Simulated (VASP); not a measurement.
# P (R-3m) in VASP: a series of runs

P is run at these levels: PBE+D3(BJ); tasks: relaxation of shape and atoms at fixed volume, relaxation of cell and atoms.

Program: VASP 6.6.1. These are calculated values, not measurements. Logs are shortened: lines on timing, memory, paths and dates and some standing lists are left out, and cuts for length are marked.

## (1) The cell of the first run

The structure is trigonal, space group R-3m (No. 166). Conventional cell: a = 3.380 Å, b = 3.380 Å, c = 8.593 Å, α = 90.00°, β = 90.00°, γ = 120.00°. Within 3.0 Å of P (site symmetry 3m) lie 6 P at 2.27 to 2.59 Å.

## (2) Relaxation of shape and atoms at fixed volume, PBE+D3(BJ) (14.17 Å³/atom)

INCAR

```
ALGO     = Normal         # electronic algorithm
EDIFF    = 1E-7           # SCF threshold, eV
EDIFFG   = -0.01          # ionic threshold
ENCUT    = 600            # plane-wave cutoff, eV
GGA      = PE             # functional
IBRION   = 2              # ionic algorithm
ISIF     = 4              # what is computed and relaxed
ISMEAR   = 0              # smearing method
IVDW     = 12             # dispersion correction
LASPH    = True           # aspherical terms in the spheres
LCHARG   = False          # write CHGCAR
LREAL    = False          # projectors in reciprocal space
LWAVE    = False          # write WAVECAR
NELM     = 80             # most SCF steps
NSW      = 60             # ionic steps
PREC     = Accurate       # precision mode
SIGMA    = 0.05           # smearing width, eV
```

KPOINTS

```
k-points
0
Gamma
  16 16 16
```

POSCAR

```
P
1.0
    1.6900215496      0.9757343966      2.8643251636
   -1.6900215496      0.9757343966      2.8643251636
    0.0000000000     -1.9514687932      2.8643251636
P
2
Direct
    0.2343904313      0.2343904313      0.2343904313
    0.7656095687      0.7656095687      0.7656095687
```

Potentials or basis: VASP PAW PBE potentials, release 64 (P).

The run is started by

```console
$ cat potpaw_PBE.64/P/POTCAR > POTCAR
$ mpirun -np 1 vasp_std > vasp.out
```

OUTCAR:

```text
EDIFF = 1E-7
   EDIFFG = -0.01
   ENCUT = 600
   GGA = PE
   IBRION = 2
   ISIF = 4
   ISMEAR = 0
   IVDW = 12
   LASPH = True
   LREAL = False
   NELM = 80
   NSW = 60
   PREC = Accurate
 IVDW          = 12

 ion  position               nearest neighbor table
   1  0.234  0.234  0.234-   2 2.27   2 2.27   2 2.27   2 2.59   2 2.59   2 2.59
   2  0.766  0.766  0.766-   1 2.27   1 2.27   1 2.27   1 2.59   1 2.59   1 2.59

  LATTYP: Found a trigonal (rhomboedric) cell.
 ALAT       =     3.4659182180
 COS(alpha) =     0.5244700679

  Lattice vectors:

 A1 = (   1.6900215496,   0.9757343966,   2.8643251636)
 A2 = (  -1.6900215496,   0.9757343966,   2.8643251636)
 A3 = (   0.0000000000,  -1.9514687932,   2.8643251636)

Analysis of symmetry for initial positions (statically):
=====================================================================
 Subroutine PRICEL returns:
 Original cell was already a primitive cell.

 Routine SETGRP: Setting up the symmetry group for a
 trigonal (rhombohedral) supercell.

 Subroutine GETGRP returns: Found 12 space group operations
 (whereof 12 operations were pure point group operations)
 out of a pool of 12 trial point group operations.

The static configuration has the point symmetry D_3d.

Analysis of symmetry for dynamics (positions and initial velocities):
=====================================================================
 Subroutine PRICEL returns:
 Original cell was already a primitive cell.

 Routine SETGRP: Setting up the symmetry group for a
 trigonal (rhombohedral) supercell.

 Subroutine GETGRP returns: Found 12 space group operations
 (whereof 12 operations were pure point group operations)
 out of a pool of 12 trial point group operations.

The dynamic configuration has the point symmetry D_3d.

 Subroutine INISYM returns: Found 12 space group operations
 (whereof 12 operations are pure point group operations),
 and found     1 'primitive' translations

----------------------------------------------------------------------------------------

                                     Primitive cell

  volume of cell :      28.3398

  direct lattice vectors                    reciprocal lattice vectors
     1.690021550  0.975734397  2.864325164     0.295854216  0.170811511  0.116374125
    -1.690021550  0.975734397  2.864325164    -0.295854216  0.170811511  0.116374125
     0.000000000 -1.951468793  2.864325164     0.000000000 -0.341623022  0.116374125

  length of vectors
     3.465918218  3.465918218  3.465918218     0.360900576  0.360900576  0.360900576

  position of ions in fractional coordinates (direct lattice)
     0.234390431  0.234390431  0.234390431
[... 86 lines left out ...]
   POTIM  = 0.5000    time-step for ionic-motion
   TEBEG  =    0.0;   TEEND  =   0.0 temperature during run
   PSTRESS=    0.0 pullay stress
   NELECT =      10.0000    total number of electrons
   NUPDOWN=      -1.0000    fix difference up-down
   EMIN   =  10.00;   EMAX   =-10.00  energy-range for DOS
   EFERMI =   0.00;   METHOD = LEGACY
   ISMEAR =     0;   SIGMA  =   0.05  broadening in eV -4-tet -1-fermi 0-gaus
   EFERMI_NEDOS =   21; number of points for ismear=-14 and -15
   IALGO  =     38    algorithm
   IMIX   =      4    mixing-type and parameters
     AMIX     =   0.40;   BMIX     =  1.00
     AMIX_MAG =   1.60;   BMIX_MAG =  1.00
  volume/ion in A,a.u.               =      14.17        95.62
  Fermi-wavevector in a.u.,A,eV,Ry     =   1.156846  2.186123 18.208589  1.338294
  Thomas-Fermi vector in A             =   2.293463
   LORBIT       =      0    0 simple, 1 ext, 2 COOP (PROOUT), +10 PAW based schemes
   GGA     = PE    functional components
   LHFCALC =     F    Hartree Fock is set to
   AEXX    =    0.0000 exact exchange contribution
   IVDW    =    12    specifies the selected vdW correction
   LEPSILON=     F    determine dielectric tensor
   LRPA    =     F    only Hartree local field effects (RPA)
 conjugate gradient relaxation of ions
 non-spin polarized calculation
 Gauss-broadening in eV      SIGMA  =   0.05
  energy-cutoff  :      600.00
  volume of cell :       28.34
 maximum number of plane-waves:       961
   NGX = 13   NGY = 13   NGZ = 13

--------------------------------------- Ionic step        1  -------------------------------------------

 number of electron      10.0000000 magnetization

 number of electron       9.9999999 magnetization

 Free energy of the ion-electron system (eV)
  ---------------------------------------------------
  ext. energy  EPLUGINS =         0.00000000
  ---------------------------------------------------
  free energy    TOTEN  =       -10.55402611 eV

  energy without entropy =      -10.55348761  energy(sigma->0) =      -10.55375686

------------------------ aborting loop because EDIFF is reached ----------------------------------------

 Edisp (eV)   -0.99789

 E8    (eV) :    -0.3773
[... 105 lines left out ...]
  FREE ENERGIE OF THE ION-ELECTRON SYSTEM (eV)
  ---------------------------------------------------
  free  energy   TOTEN  =       -11.5566115515 eV

  energy  without entropy=      -11.5561541727  energy(sigma->0) =      -11.55638286

[... ionic steps 4 to 7 ...]

--------------------------------------- Ionic step        8  -------------------------------------------

 number of electron      10.0000000 magnetization

------------------------ aborting loop because EDIFF is reached ----------------------------------------
[... 75 lines left out ...]
--------------------------------------- Ionic step       10  -------------------------------------------

 number of electron      10.0000001 magnetization

 Free energy of the ion-electron system (eV)
  ---------------------------------------------------
  ext. energy  EPLUGINS =         0.00000000
  ---------------------------------------------------
  free energy    TOTEN  =       -10.55920725 eV

  energy without entropy =      -10.55863879  energy(sigma->0) =      -10.55892302

 E-fermi :  10.3998     XC(G=0): -11.3779

 val. band max:       10.3930669226   @ k =  -0.0625   0.5000   0.0625
 cond. band min:      10.4048839131   @ k =   0.3750   0.0000  -0.0000
 fundamental gap:      0.0118169905
 Fermi energy:        10.3997822790

 k-point     1 :       0.0000    0.0000    0.0000
  band No.  band energies     occupation
      1      -6.8102      2.00000
      2       7.7414      2.00000
      3       7.7414      2.00000
      4       7.7992      2.00000
      5       8.7077      2.00000
      6      13.2370      0.00000
      7      14.0689      0.00000
      8      14.0689      0.00000
      9      15.8344      0.00000
[... 265 lines left out ...]
 k-point    24 :      -0.0625    0.0625    0.0000
  band No.  band energies     occupation
      1      -6.6258      2.00000
      2       6.0876      2.00000
      3       7.3215      2.00000
      4       7.9445      2.00000
      5       9.8461      2.00000
      6      13.1651      0.00000
      7      13.7505      0.00000
      8      14.0872      0.00000
      9      14.8876      0.00000

 [... further k-points ...]

------------------------ aborting loop because EDIFF is reached ----------------------------------------

 Edisp (eV)   -0.99771

 E8    (eV) :    -0.3772
[... 25 lines left out ...]
  FREE ENERGIE OF THE ION-ELECTRON SYSTEM (eV)
  ---------------------------------------------------
  free  energy   TOTEN  =       -11.5569197373 eV

  energy  without entropy=      -11.5563512729  energy(sigma->0) =      -11.55663551

 reached required accuracy - stopping structural energy minimisation
```

OSZICAR:

```text
N       E                     dE             d eps       ncg     rms          rms(c)
DAV:   1     0.262109838527E+02    0.26211E+02   -0.52766E+03  7506   0.110E+03
DAV:   2    -0.955494458158E+01   -0.35766E+02   -0.34710E+02 11058   0.138E+02
[... 68 lines left out ...]
       N       E                     dE             d eps       ncg     rms          rms(c)
DAV:   1    -0.105591717881E+02   -0.13228E-04   -0.12303E-02  8094   0.704E-01    0.648E-02
DAV:   2    -0.105592129675E+02   -0.41179E-04   -0.49424E-04  9657   0.193E-01    0.253E-02
DAV:   3    -0.105592078349E+02    0.51326E-05   -0.10248E-05 10006   0.243E-02    0.118E-02
DAV:   4    -0.105592072470E+02    0.58798E-06   -0.41377E-06  9818   0.146E-02    0.377E-03
DAV:   5    -0.105592072527E+02   -0.57101E-08   -0.75831E-07  8574   0.650E-03
  10 F= -.11556920E+02 E0= -.11556636E+02  d E =-.508452E-04
```

Run time: 5.2 min. Hardware: 1 thread of Intel Xeon 6975P-C (Granite Rapids), shared host; peak memory 0.26 GiB.

What came out:

| Property | Result |
| --- | --- |
| Free energy | -11.5569 eV |
| Energy gained by relaxing | 2.5 meV/atom |
| Ionic steps | 10 |
| Pressure after relaxing | 2.5 GPa |
| Band gap on the k mesh | zero (bands 5 and 6 overlap by 1.88 eV) |
| Dispersion energy per atom | -0.499 eV |

The path:
```
step  energy change (eV)  largest force (eV/Å)  pressure (GPa)  volume (Å³)
   1              0.0000                0.2104            4.48        28.34
   2             -0.0036                0.0986            3.63        28.34
   3             -0.0047                0.0080            3.03        28.34
   4             -0.0047                0.0136            2.97        28.34
   5             -0.0047                0.0174            2.92        28.34
   6             -0.0049                0.0056            2.85        28.34
   7             -0.0050                0.0134            2.83        28.34
   8             -0.0050                0.0140            2.83        28.34
   9             -0.0050                0.0113            2.74        28.34
  10             -0.0050                0.0008            2.50        28.34
```

Final structure:
```
P
1.0
     1.69922    0.98104    2.83341
    -1.69922    0.98104    2.83341
     0.00000   -1.96209    2.83341
P
2
Direct
  0.23707 0.23707 0.23707
  0.76293 0.76293 0.76293
```

Levels at points of the mesh, in eV from the Fermi level:
| k point | band 1 | band 2 | band 3 | band 4 | band 5 | band 6 | band 7 | band 8 | band 9 |
| --- | --- | --- | --- | --- | --- | --- | --- | --- | --- |
| (0.00, 0.00, 0.00) | -17.21 | -2.66 | -2.66 | -2.60 | -1.69 | 2.84 | 3.67 | 3.67 | 5.43 |
| (0.50, 0.00, 0.00) | -13.19 | -12.57 | -2.91 | -2.46 | -1.04 | -0.48 | 0.86 | 1.27 | 11.10 |
| (0.50, 0.50, 0.00) | -12.80 | -9.69 | -7.39 | -5.77 | -5.71 | 0.21 | 7.76 | 8.19 | 9.16 |
| (0.50, 0.50, 0.50) | -13.89 | -11.98 | -2.42 | -2.42 | -0.91 | -0.91 | 0.75 | 2.09 | 10.77 |

## (3) Relaxation of cell and atoms, PBE+D3(BJ)

This run uses another cell than the first one, of 14.76 Å³/atom.

INCAR

```
SYSTEM = P
ALGO = Normal
EDIFF = 1E-6
EDIFFG = -0.01
ENCUT = 600
GGA = PE
IBRION = 2
ISIF = 3
ISMEAR = 0
IVDW = 12
LASPH = .TRUE.
LCHARG = .FALSE.
LREAL = .FALSE.
LWAVE = .FALSE.
NELM = 80
NSW = 50
PREC = Accurate
SIGMA = 0.05
```

KPOINTS

```
k-points
0
G
  16 16 16
  0 0 0
```

POSCAR

```
P
1.0
    1.7131754069      0.9891022824      2.9035673710
   -1.7131754069      0.9891022824      2.9035673710
    0.0000000000     -1.9782045647      2.9035673710
P
2
Direct
    0.2343904313      0.2343904313      0.2343904313
    0.7656095687      0.7656095687      0.7656095687
```

Potentials or basis: VASP PAW PBE potentials, release 64 (P).

The run is started by

```console
$ cat potpaw_PBE.64/P/POTCAR > POTCAR
$ mpirun -np 1 vasp_std > vasp.out
```

It took 1.9 min on 1 thread of Intel Xeon 6975P-C (Granite Rapids), shared host; peak memory 0.24 GiB.

Results (log left out):

* Free energy: -11.5674 eV
* Relaxed volume: 14.73 Å³/atom
* Relaxed cell: a = 3.512 Å, b = 3.512 Å, c = 3.512 Å, α = 58.33°, β = 58.33°, γ = 58.33°
* Space group after relaxing (to 0.1 Å): R-3m (No. 166)
* Energy gained by relaxing: 0.1 meV/atom
* Ionic steps: 5
* Pressure after relaxing: 0.1 GPa
* Largest force after relaxing: 0.007 eV/Å
* Band gap on the k mesh: zero (bands 5 and 6 overlap by 1.40 eV)
* Dispersion energy per atom: -0.480 eV

Forces in eV/Å, atoms in the order of the input:
```
P    0.000  0.000 -0.007
P    0.000  0.000  0.007
```

Stress tensor (GPa, compression positive):
```
0.03 0.00 0.00
0.00 0.03 0.00
0.00 0.00 0.10
```

The path:
| step | energy change (eV) | largest force (eV/Å) | pressure (GPa) | volume (Å³) |
| --- | --- | --- | --- | --- |
| 1 | 0.0000 | 0.0507 | -0.30 | 29.52 |
| 2 | -0.0001 | 0.0066 | 0.31 | 29.40 |
| 3 | -0.0002 | 0.0127 | 0.11 | 29.44 |
| 4 | -0.0002 | 0.0136 | 0.10 | 29.44 |
| 5 | -0.0002 | 0.0069 | 0.05 | 29.47 |

Final structure:
```yaml
crystal:
  lattice:
    - [1.71175, 0.98828, 2.90340]
    - [-1.71175, 0.98828, 2.90340]
    - [0.00000, -1.97656, 2.90340]
  atoms:
    - { symbol: P, position: [0.23411, 0.23411, 0.23411] }
    - { symbol: P, position: [0.76589, 0.76589, 0.76589] }
```

Levels at points of the mesh, in eV from the Fermi level:
| k point | band 1 | band 2 | band 3 | band 4 | band 5 | band 6 | band 7 | band 8 | band 9 |
| --- | --- | --- | --- | --- | --- | --- | --- | --- | --- |
| (0.00, 0.00, 0.00) | -16.99 | -2.76 | -2.76 | -2.76 | -2.28 | 2.34 | 3.37 | 3.37 | 5.45 |
| (0.50, 0.00, 0.00) | -13.16 | -12.38 | -3.22 | -2.73 | -0.95 | -0.22 | 0.49 | 0.95 | 10.47 |
| (0.50, 0.50, 0.00) | -12.80 | -9.75 | -7.30 | -5.68 | -5.64 | 0.19 | 7.24 | 7.90 | 9.06 |
| (0.50, 0.50, 0.50) | -14.07 | -11.67 | -2.58 | -2.58 | -0.72 | -0.72 | 0.48 | 2.11 | 10.09 |

## (4) Relaxation of shape and atoms at fixed volume, PBE+D3(BJ) (15.35 Å³/atom)

This run uses another cell than the first one, of 15.35 Å³/atom.

INCAR

```
SYSTEM = P
PREC = Accurate ; ENCUT = 600
EDIFF = 1E-7 ; ISMEAR = 0
SIGMA = 0.05 ; LREAL = .False.
LASPH = .True. ; NELM = 80
ALGO = Normal ; ISIF = 4
LWAVE = .False. ; LCHARG = .False.
GGA = PE ; IVDW = 12
IBRION = 2 ; NSW = 60
EDIFFG = -0.01
```

KPOINTS

```
regular mesh
0
Gamma
  16 16 16
  0 0 0
```

POSCAR

```
P
1.0
    1.7357197739      1.0021182787      2.9417765865
   -1.7357197739      1.0021182787      2.9417765865
    0.0000000000     -2.0042365574      2.9417765866
P
2
Direct
    0.2343904313      0.2343904313      0.2343904313
    0.7656095687      0.7656095687      0.7656095687
```

The run is started by

```console
$ cat potpaw_PBE.64/P/POTCAR > POTCAR
$ mpirun -np 1 vasp_std > vasp.out
```

Wall time 3 min (1 thread of Intel Xeon 6975P-C (Granite Rapids), shared host); peak memory 0.26 GiB.

The run converged. Its results:

* Free energy: -11.5592 eV
* Energy gained by relaxing: 4.5 meV/atom
* Ionic steps: 6
* Pressure after relaxing: -2.1 GPa
* Largest force after relaxing: 0.008 eV/Å
* Band gap on the k mesh: zero (bands 5 and 6 overlap by 1.19 eV)
* Dispersion energy per atom: -0.460 eV

Forces in eV/Å, atoms in the order of the input:
```
P    0.000  0.000  0.008
P    0.000  0.000 -0.008
```

The path:
| step | energy change (eV) | largest force (eV/Å) | pressure (GPa) | volume (Å³) |
| --- | --- | --- | --- | --- |
| 1 | 0.0000 | 0.2773 | -4.21 | 30.70 |
| 2 | -0.0062 | 0.1309 | -3.20 | 30.70 |
| 3 | -0.0080 | 0.0187 | -2.40 | 30.70 |
| 4 | -0.0080 | 0.0269 | -2.35 | 30.70 |
| 5 | -0.0089 | 0.0144 | -2.17 | 30.70 |
| 6 | -0.0090 | 0.0082 | -2.07 | 30.70 |

Final structure:
```
P
1.0
     1.72413    0.99542    2.98147
    -1.72413    0.99542    2.98147
     0.00000   -1.99085    2.98147
P
2
Cartesian
  0.0000 0.0000 2.0704
  0.0000 0.0000 6.8741
```

Levels at points of the mesh, in eV from the Fermi level:
| k point | band 2 | band 3 | band 4 | band 5 | band 6 | band 7 | band 8 | band 9 |
| --- | --- | --- | --- | --- | --- | --- | --- | --- |
| (0.00, 0.00, 0.00) | -2.92 | -2.88 | -2.87 | -2.87 | 1.87 | 3.04 | 3.04 | 5.49 |
| (0.50, 0.00, 0.00) | -12.21 | -3.50 | -2.99 | -0.89 | 0.01 | 0.14 | 0.61 | 9.82 |
| (0.50, 0.50, 0.00) | -9.85 | -7.18 | -5.61 | -5.57 | 0.14 | 6.71 | 7.62 | 8.95 |
| (0.50, 0.50, 0.50) | -11.38 | -2.73 | -2.73 | -0.56 | -0.56 | 0.21 | 2.10 | 9.46 |

## (5) Relaxation of shape and atoms at fixed volume, PBE+D3(BJ) (12.99 Å³/atom)

This run uses another cell than the first one, of 12.99 Å³/atom.

INCAR

```
  PREC = Accurate
  ENCUT = 600
  EDIFF = 1E-6
  ISMEAR = 0
  SIGMA = 0.05
  LREAL = False
  LASPH = True
  NELM = 100
  ALGO = Normal
  ISIF = 4
  LWAVE = False
  LCHARG = False
  GGA = PE
  IVDW = 12
  IBRION = 2
  NSW = 60
  EDIFFG = -0.01
```

KPOINTS

```
Automatic mesh
0
Gamma
  16 16 16
```

POSCAR

```
P
1.0
    1.6616550080      0.9593569661      2.7160422451
   -1.6616550080      0.9593569661      2.7160422451
    0.0000000000     -1.9187139323      2.7160422451
P
2
Direct
    0.2417846995      0.2417846995      0.2417846995
    0.7582153005      0.7582153005      0.7582153005
```

The run is started by

```console
$ cat potpaw_PBE.64/P/POTCAR > POTCAR
$ mpirun -np 1 vasp_std > vasp.out
```

It took 7.8 min on 1 thread of AMD EPYC 7R43 (Zen 3), shared host; peak memory 0.2 GiB.

The run converged. Its results:

```
Free energy                  : -11.4786 eV
Energy gained by relaxing    : 2.6 meV/atom
Ionic steps                  : 10
Pressure after relaxing      : 10.6 GPa
Largest force after relaxing : 0.007 eV/Å
Band gap on the k mesh       : zero (bands 5 and 6 overlap by 2.84 eV)
Dispersion energy per atom   : -0.544 eV
```

Forces in eV/Å, atoms in the order of the input:
```
P    0.000  0.000  0.007
P    0.000  0.000 -0.007
```

Stress tensor (GPa, compression positive):
```
10.67  0.00  0.00
 0.00 10.67  0.00
 0.00  0.00 10.54
```

Step by step:
```tsv
step	energy change (eV)	largest force (eV/Å)	pressure (GPa)	volume (Å³)
1	0.0000	0.1498	12.03	25.98
2	-0.0019	0.0950	11.71	25.98
3	-0.0033	0.0489	11.24	25.98
4	-0.0036	0.0068	10.68	25.98
5	-0.0038	0.0373	10.85	25.98
6	-0.0039	0.0293	10.79	25.98
7	-0.0050	0.0219	10.70	25.98
8	-0.0052	0.0106	10.65	25.98
9	-0.0052	0.0118	10.65	25.98
10	-0.0052	0.0071	10.63	25.98
```

Final structure:
```xyz
2
Lattice="1.6626 0.9599 2.7130 -1.6626 0.9599 2.7130 0.0000 -1.9198 2.7130" Properties=species:S:1:pos:R:3 pbc="T T T"
P     0.0000    0.0000    2.0131
P     0.0000    0.0000    6.1260
```

Levels at points of the mesh, in eV from the Fermi level:
| k point | band 2 | band 3 | band 4 | band 5 | band 6 | band 7 | band 8 | band 9 |
| --- | --- | --- | --- | --- | --- | --- | --- | --- |
| (0.00, 0.00, 0.00) | -2.38 | -2.38 | -2.35 | -0.30 | 4.15 | 4.19 | 4.19 | 5.64 |
| (0.50, 0.00, 0.00) | -13.12 | -1.88 | -1.76 | -1.47 | -1.38 | 1.79 | 1.88 | 12.45 |
| (0.50, 0.50, 0.00) | -9.77 | -7.40 | -5.92 | -5.90 | 0.18 | 8.95 | 8.96 | 9.39 |
| (0.50, 0.50, 0.50) | -12.99 | -1.79 | -1.79 | -1.48 | -1.48 | 1.70 | 1.96 | 12.37 |

(Part 1 of 2 ends here.)

The gap in the log of VASP goes by the Fermi energy; the results here count the filled bands.